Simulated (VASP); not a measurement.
Input of a VASP 6.6.1 run:

INCAR

```
PREC = Accurate
ENCUT = 500
EDIFF = 1E-7
ISMEAR = 0
SIGMA = 0.01
LREAL = F
LASPH = T
NELM = 120
ALGO = Normal
ISIF = 3
LWAVE = F
LCHARG = F
IBRION = 2
NSW = 80
EDIFFG = -0.001
PSTRESS = 60.0
GGA_COMPAT = F
NELMIN = 4
```

Contents of KPOINTS:

```
Automatic mesh
0
Gamma
  8 8 8
```

File POSCAR:

```
RbCl
1.0
    0.0000000000      3.0079028723      3.0079028723
    3.0079028723      0.0000000000      3.0079028723
    3.0079028723      3.0079028723      0.0000000000
Rb Cl
1 1
Direct
    0.0000000000      0.0000000000      0.0000000000
    0.5000000000      0.5000000000      0.5000000000
```

Potentials or basis: VASP PAW LDA potentials, release 64 (Rb_sv, Cl).

Launch:

```bash
$ cat potpaw_LDA.64/Rb_sv/POTCAR potpaw_LDA.64/Cl/POTCAR > POTCAR
$ mpirun -np 1 vasp_std > vasp.out
```

Question: Predict the space group after relaxing (to 0.1 Å).

Answer: Fm-3m (No. 225).

Question: Predict the relaxed cell.

Answer: a = 4.257 Å, b = 4.257 Å, c = 4.257 Å, α = 60.00°, β = 60.00°, γ = 60.00°.

Question: What does it give for the relaxed volume?

Answer: 27.28 Å³/atom.

Question: Predict the band gap on the k mesh.

Answer: 5.44 eV (least direct gap 5.47 eV).

The path:
| step | energy change (eV) | largest force (eV/Å) | pressure (GPa) | volume (Å³) |
| --- | --- | --- | --- | --- |
| 1 | 0.0000 | 0.0000 | 6.11 | 54.43 |
| 2 | -0.0058 | 0.0000 | 5.97 | 54.58 |
| 3 | -0.0046 | 0.0000 | 6.00 | 54.55 |

Caveat: the cell is relaxed towards a set pressure, so the run minimises the enthalpy, not the energy. A k mesh can miss the band edges.
